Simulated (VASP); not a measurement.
Set up this calculation in VASP 6.6.1, as the native input.

| Quantity | Value |
| --- | --- |
| Task | single point |
| Functional | PBE |
| Potentials or basis | VASP PAW PBE potentials, release 64 (Be, Te) |
| Cutoff | 520 eV |
| k mesh | 4 × 4 × 2 |
| Occupations | gaussian, width 0.2 eV |
| Spin | no spin polarisation |
| Dipole correction | no |
| Further INCAR settings | ALGO = Normal; EDIFF = 1e-07; NBANDS = 28 |

The structure of BeTe6 lies in POSCAR:

```
BeTe6
1.0
    4.4328995414      0.0000000000      0.0000000000
    0.0000000000      4.4328995414      0.0000000000
    0.0000000000      0.0000000000     11.2044468281
Be Te
1 6
Direct
    0.0000000000      0.0000000000      0.0000000000
    0.5000000000      0.0000000000      0.8920800386
    0.0000000000      0.5000000000      0.1079199614
    0.0000000000      0.0000000000      0.3688124762
    0.5000000000      0.5000000000      0.3652367522
    0.0000000000      0.0000000000      0.6311875238
    0.5000000000      0.5000000000      0.6347632478
```

One way to write it, as run:

INCAR

```
SYSTEM = BeTe6
PREC     = Accurate       ! precision mode
ENCUT    = 520            ! plane-wave cutoff, eV
EDIFF    = 1E-7           ! SCF threshold, eV
ISMEAR   = 0              ! smearing method
SIGMA    = 0.2            ! smearing width, eV
LREAL    = .FALSE.        ! projectors in reciprocal space
LASPH    = .TRUE.         ! aspherical terms in the spheres
NELM     = 100            ! most SCF steps
ALGO     = Normal         ! electronic algorithm
ISIF     = 2              ! what is computed and relaxed
LWAVE    = .FALSE.        ! write WAVECAR
LCHARG   = .FALSE.        ! write CHGCAR
GGA      = PE             ! functional
NBANDS   = 28             ! bands
```

KPOINTS

```
regular mesh
0
G
  4 4 2
  0 0 0
```

Potentials or basis: VASP PAW PBE potentials, release 64 (Be, Te).

Run with:

```console
$ cat potpaw_PBE.64/Be/POTCAR potpaw_PBE.64/Te/POTCAR > POTCAR
$ mpirun -np 1 vasp_std > vasp.out
```

Results of the run:

```json
{
 "Pressure": "0.0 GPa",
 "Largest force": "0.055 eV/Å",
 "Band gap on the k mesh": "zero (band 19 reaches 6.48 eV, above the bottom of band 20 at 4.50 eV)"
}
```

Caveat: spin-orbit coupling is left out, which moves the levels of the heavy elements.

Run time: 52 s on 1 thread of AMD EPYC 9R45 96-Core Processor (Zen 5), with other jobs on the host, peak memory 0.3 GiB.
